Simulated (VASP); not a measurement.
# NaCl (Fm-3m) in VASP: a series of runs

NaCl is run at these levels: PBE, LDA; tasks: single point, relaxation of cell and atoms.

Program: VASP 6.6.1. These are calculated values, not measurements. Logs are shortened: lines on timing, memory, paths and dates and some standing lists are left out, and cuts for length are marked.

### 1 The cell of the first run

Symmetry: Fm-3m, No. 225, cubic system. Conventional cell: a = 5.696 Å, b = 5.696 Å, c = 5.696 Å, α = 90.00°, β = 90.00°, γ = 90.00°. Within 3.8 Å of Na (site symmetry m-3m) lie 6 Cl at 2.85 Å. Cl (site symmetry m-3m) has 6 Na at 2.85 Å within 3.8 Å.

### 2 Single point, PBE

Contents of INCAR:

```
PREC = Accurate
ENCUT = 520
EDIFF = 1E-7
ISMEAR = 0
SIGMA = 0.02
LREAL = F
LASPH = T
NELM = 80
ALGO = Normal
ISIF = 2
LWAVE = F
LCHARG = F
GGA = PE
NBANDS = 14
```

Contents of KPOINTS:

```
regular mesh
0
Gamma
  8 8 8
```

Contents of POSCAR:

```
NaCl
1.0
    0.0000000000      2.8477874003      2.8477874003
    2.8477874003      0.0000000000      2.8477874003
    2.8477874003      2.8477874003      0.0000000000
Na Cl
1 1
Direct
    0.0000000000      0.0000000000      0.0000000000
    0.5000000000      0.5000000000      0.5000000000
```

Potentials or basis: VASP PAW PBE potentials, release 64 (Na_pv, Cl).

On the command line:

```sh
cat potpaw_PBE.64/Na_pv/POTCAR potpaw_PBE.64/Cl/POTCAR > POTCAR
mpirun -np 1 vasp_std > vasp.out
```

OUTCAR:

```text
PREC = Accurate
   ENCUT = 520
   EDIFF = 1E-7
   ISMEAR = 0
   LREAL = F
   LASPH = T
   NELM = 80
   ISIF = 2
   GGA = PE

 ion  position               nearest neighbor table
   1  0.000  0.000  0.000-
   2  0.500  0.500  0.500-

  LATTYP: Found a face centered cubic cell.
 ALAT       =     5.6955748006

  Lattice vectors:

 A1 = (   0.0000000000,   2.8477874003,   2.8477874003)
 A2 = (   2.8477874003,   0.0000000000,   2.8477874003)
 A3 = (   2.8477874003,   2.8477874003,   0.0000000000)

Analysis of symmetry for initial positions (statically):
=====================================================================
 Subroutine PRICEL returns:
 Original cell was already a primitive cell.

 Routine SETGRP: Setting up the symmetry group for a
 face centered cubic supercell.

 Subroutine GETGRP returns: Found 48 space group operations
 (whereof 48 operations were pure point group operations)
 out of a pool of 48 trial point group operations.

The static configuration has the point symmetry O_h .

Analysis of symmetry for dynamics (positions and initial velocities):
=====================================================================
 Subroutine PRICEL returns:
 Original cell was already a primitive cell.

 Routine SETGRP: Setting up the symmetry group for a
 face centered cubic supercell.

 Subroutine GETGRP returns: Found 48 space group operations
 (whereof 48 operations were pure point group operations)
 out of a pool of 48 trial point group operations.

The dynamic configuration has the point symmetry O_h .

 Subroutine INISYM returns: Found 48 space group operations
 (whereof 48 operations are pure point group operations),
 and found     1 'primitive' translations

----------------------------------------------------------------------------------------

                                     Primitive cell

  volume of cell :      46.1905

  direct lattice vectors                    reciprocal lattice vectors
     0.000000000  2.847787400  2.847787400    -0.175574904  0.175574904  0.175574904
     2.847787400  0.000000000  2.847787400     0.175574904 -0.175574904  0.175574904
     2.847787400  2.847787400  0.000000000     0.175574904  0.175574904 -0.175574904

  length of vectors
     4.027379564  4.027379564  4.027379564     0.304104655  0.304104655  0.304104655

  position of ions in fractional coordinates (direct lattice)
     0.000000000  0.000000000  0.000000000
     0.500000000  0.500000000  0.500000000
[... 81 lines left out ...]
   IBRION =     -1    ionic relax: 0-MD 1-quasi-New 2-CG
   NFREE  =      0    steps in history (QN), initial steepest desc. (CG)
   ISIF   =      2    stress and relaxation
   ISYM   =      2    0-nonsym 1-usesym 2-fastsym
   POTIM  = 0.5000    time-step for ionic-motion
   TEBEG  =    0.0;   TEEND  =   0.0 temperature during run
   PSTRESS=    0.0 pullay stress
   NELECT =      14.0000    total number of electrons
   NUPDOWN=      -1.0000    fix difference up-down
   EMIN   =  10.00;   EMAX   =-10.00  energy-range for DOS
   EFERMI =   0.00;   METHOD = LEGACY
   ISMEAR =     0;   SIGMA  =   0.02  broadening in eV -4-tet -1-fermi 0-gaus
   EFERMI_NEDOS =   21; number of points for ismear=-14 and -15
   IALGO  =     38    algorithm
   IMIX   =      4    mixing-type and parameters
     AMIX     =   0.40;   BMIX     =  1.00
     AMIX_MAG =   1.60;   BMIX_MAG =  1.00
  volume/ion in A,a.u.               =      23.10       155.85
  Fermi-wavevector in a.u.,A,eV,Ry     =   1.099681  2.078095 16.453494  1.209298
  Thomas-Fermi vector in A             =   2.236079
   LORBIT       =      0    0 simple, 1 ext, 2 COOP (PROOUT), +10 PAW based schemes
   GGA     = PE    functional components
   LHFCALC =     F    Hartree Fock is set to
   AEXX    =    0.0000 exact exchange contribution
   IVDW    =     0    specifies the selected vdW correction
   LEPSILON=     F    determine dielectric tensor
   LRPA    =     F    only Hartree local field effects (RPA)
 non-spin polarized calculation
 Gauss-broadening in eV      SIGMA  =   0.02
  energy-cutoff  :      520.00
  volume of cell :       46.19
 maximum number of plane-waves:      1265
 NGX is ok and might be reduce to    30
   NGX = 15   NGY = 15   NGZ = 15

 number of electron      13.9999992 magnetization

 Free energy of the ion-electron system (eV)
  ---------------------------------------------------
  ext. energy  EPLUGINS =         0.00000000
  ---------------------------------------------------
  free energy    TOTEN  =        -6.77789269 eV

  energy without entropy =       -6.77789269  energy(sigma->0) =       -6.77789269

 E-fermi :  -0.7033     XC(G=0):  -8.0411

 val. band max:       -0.8981206353   @ k =   0.0000   0.0000   0.0000
 cond. band min:       4.0981154806   @ k =   0.0000   0.0000   0.0000
 fundamental gap:      4.9962361159
 Fermi energy:        -0.7032986486

 k-point     1 :       0.0000    0.0000    0.0000
  band No.  band energies     occupation
      1     -21.7748      2.00000
      2     -21.7747      2.00000
      3     -21.7747      2.00000
      4     -13.4925      2.00000
      5      -0.8981      2.00000
      6      -0.8981      2.00000
      7      -0.8981      2.00000
      8       4.0981      0.00000
      9      10.1905      0.00000
     10      10.1905      0.00000
     11      10.1905      0.00000
     12      12.3133      0.00000
     13      12.3133      0.00000
     14      13.8720      0.00000
[... 377 lines left out ...]
      1     -21.7951      2.00000
      2     -21.7819      2.00000
      3     -21.7786      2.00000
      4     -13.1545      2.00000
      5      -2.4716      2.00000
      6      -1.6205      2.00000
      7      -1.2868      2.00000
      8       7.3560      0.00000
      9       8.5097      0.00000
     10       9.2485      0.00000
     11      10.7247      0.00000
     12      13.2996      0.00000
     13      14.5206      0.00000
     14      15.5723      0.00000

 [... further k-points ...]
[... 5 lines left out ...]
  --------------------------------------------------------------------------------------
  -------------------------------------------------------------------------------------
  Total       -0.0080207     -0.0080207     -0.0080207      0.0000000      0.0000000      0.0000000
  in kB       -0.2782075     -0.2782075     -0.2782075      0.0000000      0.0000000      0.0000000
  external PRESSURE =      -0.2782075 kB  Pullay stress =       0.0000000 kB

 VOLUME and BASIS-vectors are now :
 -----------------------------------------------------------------------------
  energy-cutoff  :      520.00
  volume of cell :       46.19
      direct lattice vectors                 reciprocal lattice vectors
     0.000000000  2.847787400  2.847787400    -0.175574904  0.175574904  0.175574904
     2.847787400  0.000000000  2.847787400     0.175574904 -0.175574904  0.175574904
     2.847787400  2.847787400  0.000000000     0.175574904  0.175574904 -0.175574904

 POSITION                                       TOTAL-FORCE (eV/Angst)
 -----------------------------------------------------------------------------------
      0.00000      0.00000      0.00000         0.000000     -0.000000     -0.000000
      2.84779      2.84779      2.84779        -0.000000      0.000000      0.000000
 -----------------------------------------------------------------------------------
    total drift:                               -0.000000      0.000000      0.000000

  FREE ENERGIE OF THE ION-ELECTRON SYSTEM (eV)
  ---------------------------------------------------
  free  energy   TOTEN  =        -6.7778926873 eV

  energy  without entropy=       -6.7778926873  energy(sigma->0) =       -6.77789269
```

OSZICAR:

```text
N       E                     dE             d eps       ncg     rms          rms(c)
DAV:   1     0.104519295934E+03    0.10452E+03   -0.70610E+03   828   0.993E+02
DAV:   2     0.194566752571E+01   -0.10257E+03   -0.93580E+02   920   0.276E+02
DAV:   3    -0.683558477590E+01   -0.87813E+01   -0.87240E+01  1046   0.729E+01
DAV:   4    -0.697892202464E+01   -0.14334E+00   -0.14328E+00   938   0.102E+01
DAV:   5    -0.698196169509E+01   -0.30397E-02   -0.30395E-02  1060   0.154E+00    0.214E+00
DAV:   6    -0.678362885273E+01    0.19833E+00   -0.33451E-01  1004   0.327E+00    0.159E+00
DAV:   7    -0.677196420582E+01    0.11665E-01   -0.82774E-02  1098   0.162E+00    0.109E+00
DAV:   8    -0.677789171413E+01   -0.59275E-02   -0.10441E-02   890   0.860E-01    0.301E-01
DAV:   9    -0.677777538999E+01    0.11632E-03   -0.21755E-04  1028   0.112E-01    0.173E-01
DAV:  10    -0.677790634056E+01   -0.13095E-03   -0.38389E-04   914   0.143E-01    0.780E-02
DAV:  11    -0.677789244997E+01    0.13891E-04   -0.23547E-05  1040   0.416E-02    0.193E-02
DAV:  12    -0.677789225187E+01    0.19810E-06   -0.30691E-06   950   0.148E-02    0.144E-03
DAV:  13    -0.677789288001E+01   -0.62814E-06   -0.34084E-07   998   0.399E-03    0.309E-03
DAV:  14    -0.677789269553E+01    0.18448E-06   -0.38140E-08   718   0.109E-03    0.304E-04
DAV:  15    -0.677789268728E+01    0.82462E-08   -0.27207E-09   562   0.471E-04
   1 F= -.67778927E+01 E0= -.67778927E+01  d E =-.407736E-45
```

stdout:

```text
POSCAR found type information on POSCAR NaCl
 POSCAR found :  2 types and       2 ions
 scaLAPACK will be used
 LDA part: xc-table for (Slater+PW92), standard interpolation
 POSCAR, INCAR and KPOINTS ok, starting setup
 FFT: planning ... GRIDC
 FFT: planning ... GRID_SOFT
 FFT: planning ... GRID
 WAVECAR not read
 entering main loop
```

Run time: 11 s. Hardware: 1 thread of Intel Xeon 6975P-C (Granite Rapids), shared host; peak memory 0.16 GiB.

What came out:

- Free energy: -6.7779 eV
- Pressure: 0.0 GPa
- Band gap on the k mesh: 5.00 eV, direct

A k mesh can miss the band edges.

### 3 Relaxation of cell and atoms, PBE

This run uses another cell than the first one, of 22.71 Å³/atom, 0.983 times its volume.

Contents of INCAR:

```
SYSTEM = NaCl
PREC = Accurate ; ENCUT = 600
EDIFF = 1E-6 ; ISMEAR = 0
SIGMA = 0.02 ; LREAL = .False.
LASPH = .True. ; NELM = 80
ALGO = Normal ; ISIF = 3
LWAVE = .False. ; LCHARG = .False.
GGA = PE ; IBRION = 2
NSW = 100 ; EDIFFG = -0.005
```

Contents of KPOINTS:

```
Automatic mesh
0
Gamma
  8 8 8
  0 0 0
```

Contents of POSCAR:

```
NaCl
1.0
    0.0000000000      2.8317500000      2.8317500000
    2.8317500000      0.0000000000      2.8317500000
    2.8317500000      2.8317500000      0.0000000000
Na Cl
1 1
Direct
    0.0000000000      0.0000000000      0.0000000000
    0.5000000000      0.5000000000      0.5000000000
```

Potentials or basis: VASP PAW PBE potentials, release 64 (Na_pv, Cl).

On the command line:

```sh
cat potpaw_PBE.64/Na_pv/POTCAR potpaw_PBE.64/Cl/POTCAR > POTCAR
mpirun -np 1 vasp_std > vasp.out
```

OUTCAR:

```text
SYSTEM = NaCl
   PREC = Accurate
   ENCUT = 600
   EDIFF = 1E-6
   ISMEAR = 0
   LREAL = .False.
   LASPH = .True.
   NELM = 80
   ISIF = 3
   GGA = PE
   IBRION = 2
   NSW = 100
   EDIFFG = -0.005

 ion  position               nearest neighbor table
   1  0.000  0.000  0.000-
   2  0.500  0.500  0.500-

  LATTYP: Found a face centered cubic cell.
 ALAT       =     5.6635000000

  Lattice vectors:

 A1 = (   0.0000000000,   2.8317500000,   2.8317500000)
 A2 = (   2.8317500000,   0.0000000000,   2.8317500000)
 A3 = (   2.8317500000,   2.8317500000,   0.0000000000)

Analysis of symmetry for initial positions (statically):
=====================================================================
 Subroutine PRICEL returns:
 Original cell was already a primitive cell.

 Routine SETGRP: Setting up the symmetry group for a
 face centered cubic supercell.

 Subroutine GETGRP returns: Found 48 space group operations
 (whereof 48 operations were pure point group operations)
 out of a pool of 48 trial point group operations.

The static configuration has the point symmetry O_h .

Analysis of symmetry for dynamics (positions and initial velocities):
=====================================================================
 Subroutine PRICEL returns:
 Original cell was already a primitive cell.

 Routine SETGRP: Setting up the symmetry group for a
 face centered cubic supercell.

 Subroutine GETGRP returns: Found 48 space group operations
 (whereof 48 operations were pure point group operations)
 out of a pool of 48 trial point group operations.

The dynamic configuration has the point symmetry O_h .

 Subroutine INISYM returns: Found 48 space group operations
 (whereof 48 operations are pure point group operations),
 and found     1 'primitive' translations

----------------------------------------------------------------------------------------

[... 124 lines left out ...]
 non-spin polarized calculation
 Gauss-broadening in eV      SIGMA  =   0.02
  energy-cutoff  :      600.00
  volume of cell :       45.41
 maximum number of plane-waves:      1540
   NGX = 15   NGY = 15   NGZ = 15

--------------------------------------- Ionic step        1  -------------------------------------------

 number of electron      14.0000001 magnetization

 Free energy of the ion-electron system (eV)
  ---------------------------------------------------
  ext. energy  EPLUGINS =         0.00000000
  ---------------------------------------------------
  free energy    TOTEN  =        -6.77710344 eV

  energy without entropy =       -6.77710344  energy(sigma->0) =       -6.77710344

------------------------ aborting loop because EDIFF is reached ----------------------------------------

  FORCE on cell =-STRESS in cart. coord.  units (eV):
  Direction    XX          YY          ZZ          XY          YZ          ZX
  --------------------------------------------------------------------------------------
  -------------------------------------------------------------------------------------
  Total        0.1209296      0.1209296      0.1209296      0.0000000      0.0000000     -0.0000000
  in kB        4.2662699      4.2662699      4.2662699      0.0000000      0.0000000     -0.0000000
  external PRESSURE =       4.2662699 kB  Pullay stress =       0.0000000 kB
[... 59 lines left out ...]
--------------------------------------- Ionic step        3  -------------------------------------------

 number of electron      13.9999997 magnetization

 Free energy of the ion-electron system (eV)
  ---------------------------------------------------
  ext. energy  EPLUGINS =         0.00000000
  ---------------------------------------------------
  free energy    TOTEN  =        -6.77813624 eV

  energy without entropy =       -6.77813624  energy(sigma->0) =       -6.77813624

 E-fermi :  -0.8100     XC(G=0):  -8.0425

 val. band max:       -0.8966077169   @ k =   0.0000   0.0000   0.0000
 cond. band min:       4.1006044350   @ k =   0.0000   0.0000   0.0000
 fundamental gap:      4.9972121519
 Fermi energy:        -0.8099699509

 k-point     1 :       0.0000    0.0000    0.0000
  band No.  band energies     occupation
      1     -21.7729      2.00000
      2     -21.7729      2.00000
      3     -21.7729      2.00000
      4     -13.4911      2.00000
      5      -0.8966      2.00000
      6      -0.8966      2.00000
      7      -0.8966      2.00000
      8       4.1006      0.00000
      9      10.1922      0.00000
     10      10.1922      0.00000
     11      10.1922      0.00000
[... 309 lines left out ...]
 k-point    24 :      -0.3750    0.2500    0.1250
  band No.  band energies     occupation
      1     -21.7933      2.00000
      2     -21.7801      2.00000
      3     -21.7768      2.00000
      4     -13.1527      2.00000
      5      -2.4709      2.00000
      6      -1.6193      2.00000
      7      -1.2855      2.00000
      8       7.3579      0.00000
      9       8.5126      0.00000
     10       9.2506      0.00000
     11      10.7272      0.00000

 [... further k-points ...]
[... 5 lines left out ...]
  --------------------------------------------------------------------------------------
  -------------------------------------------------------------------------------------
  Total        0.0029652      0.0029652      0.0029652     -0.0000000      0.0000000      0.0000000
  in kB        0.1028812      0.1028812      0.1028812     -0.0000000      0.0000000      0.0000000
  external PRESSURE =       0.1028812 kB  Pullay stress =       0.0000000 kB
[... 17 lines left out ...]
  FREE ENERGIE OF THE ION-ELECTRON SYSTEM (eV)
  ---------------------------------------------------
  free  energy   TOTEN  =        -6.7781362411 eV

  energy  without entropy=       -6.7781362411  energy(sigma->0) =       -6.77813624

 reached required accuracy - stopping structural energy minimisation
```

CONTCAR:

```text
NaCl
   1.00000000000000
     0.0000000000000000    2.8475075662792575    2.8475075662792575
     2.8475075662792575    0.0000000000000000    2.8475075662792575
     2.8475075662792575    2.8475075662792575   -0.0000000000000000
  Na              Cl
     1     1
Direct
     0.0000000000000000    0.0000000000000000    0.0000000000000000
     0.5000000000000000    0.5000000000000000    0.5000000000000000

  0.00000000E+00  0.00000000E+00  0.00000000E+00
  0.00000000E+00  0.00000000E+00  0.00000000E+00
```

It took 12 s on 1 thread of Intel Xeon 6975P-C (Granite Rapids), shared host; peak memory 0.17 GiB.

What came out:

```yaml
Free_energy: -6.7781 eV
Relaxed_volume: 23.09 Å³/atom
Relaxed_cell: a = 4.027 Å, b = 4.027 Å, c = 4.027 Å, α = 60.00°, β = 60.00°, γ = 60.00°
Space_group_after_relaxing_to_0.05_Å: Fm-3m (No. 225)
Energy_gained_by_relaxing: 0.5 meV/atom
Ionic_steps: 3
Pressure_after_relaxing: 0.0 GPa
Band_gap_on_the_k_mesh: 5.00 eV, direct
```

The path:
```tsv
step	energy change (eV)	largest force (eV/Å)	pressure (GPa)	volume (Å³)
1	0.0000	0.0000	0.43	45.41
2	-0.0008	0.0000	0.20	45.81
3	-0.0010	0.0000	0.01	46.18
```

Final structure:
```
CELL_PARAMETERS angstrom
0.00000 2.84751 2.84751
2.84751 0.00000 2.84751
2.84751 2.84751 0.00000
ATOMIC_POSITIONS crystal
Na 0.00000 0.00000 0.00000
Cl 0.50000 0.50000 0.50000
```

A k mesh can miss the band edges. As with any semilocal functional, this PBE gap is likely too small.

### 4 Single point, LDA (functional LDA, strained)

Contents of INCAR:

```
SYSTEM = NaCl
ALGO     = Normal         ! electronic algorithm
EDIFF    = 1E-6           ! SCF threshold, eV
ENCUT    = 520            ! plane-wave cutoff, eV
ISIF     = 2              ! what is computed and relaxed
ISMEAR   = 0              ! smearing method
LASPH    = .True.         ! aspherical terms in the spheres
LCHARG   = .False.        ! write CHGCAR
LREAL    = .False.        ! projectors in reciprocal space
LWAVE    = .False.        ! write WAVECAR
NBANDS   = 14             ! bands
NELM     = 80             ! most SCF steps
PREC     = Accurate       ! precision mode
SIGMA    = 0.02           ! smearing width, eV
```

Contents of KPOINTS:

```
k-points
0
Gamma
  8 8 8
  0 0 0
```

Contents of POSCAR:

```
NaCl
1.0
    0.0000000000      2.7416437150      2.7416437150
    2.7416437150      0.0000000000      2.7416437150
    2.7416437150      2.7416437150      0.0000000000
Na Cl
1 1
Direct
    0.0000000000      0.0000000000      0.0000000000
    0.5000000000      0.5000000000      0.5000000000
```

Potentials or basis: VASP PAW LDA potentials, release 64 (Na_pv, Cl).

On the command line:

```sh
cat potpaw_LDA.64/Na_pv/POTCAR potpaw_LDA.64/Cl/POTCAR > POTCAR
mpirun -np 1 vasp_std > vasp.out
```

Run time: 16 s. Hardware: 1 thread of Intel Xeon Platinum 8488C (Sapphire Rapids), shared host; peak memory 0.15 GiB.

Results (log left out):

* Free energy: -7.3889 eV
* Pressure: -0.3 GPa
* Band gap on the k mesh: 5.04 eV, direct

Levels at points of the mesh, in eV from the valence-band top:
```tsv
k point	band 3	band 4	band 5	band 6	band 7	band 8	band 9	band 10	band 11	band 12
(0.00, 0.00, 0.00)	-20.64	-12.80	0.00	0.00	0.00	5.04	10.92	10.92	10.92	13.26
(0.50, 0.00, 0.00)	-20.65	-12.34	-2.30	-0.33	-0.33	7.04	10.88	10.88	10.96	15.09
(0.50, 0.50, 0.00)	-20.65	-12.29	-1.98	-0.71	-0.71	7.41	7.65	11.55	15.09	15.09
```

Caveat: the cell differs from its parent crystal (functional LDA, strained).

### 5 Summary

```tsv
task	level	potentials or basis	cell	cutoff (eV)	gap on the mesh (eV)	pressure (GPa)
single point	PBE	VASP PAW PBE potentials, release 64 (Na_pv, Cl)	a = 4.027 Å, angles 60.0°, 2 atoms	520	5.00	0.0
relaxation of cell and atoms	PBE	VASP PAW PBE potentials, release 64 (Na_pv, Cl)	relaxed from a = 4.005 Å, angles 60.0°, 2 atoms	600	5.00	0.0
single point	LDA	VASP PAW LDA potentials, release 64 (Na_pv, Cl)	a = 3.877 Å, angles 60.0°, 2 atoms	520	5.04	-0.3
```

Alike in all rows: no spin polarisation; k mesh 8 × 8 × 8; smearing gaussian 0.02 eV.

Absolute energies hang on the potentials; compare differences alone.
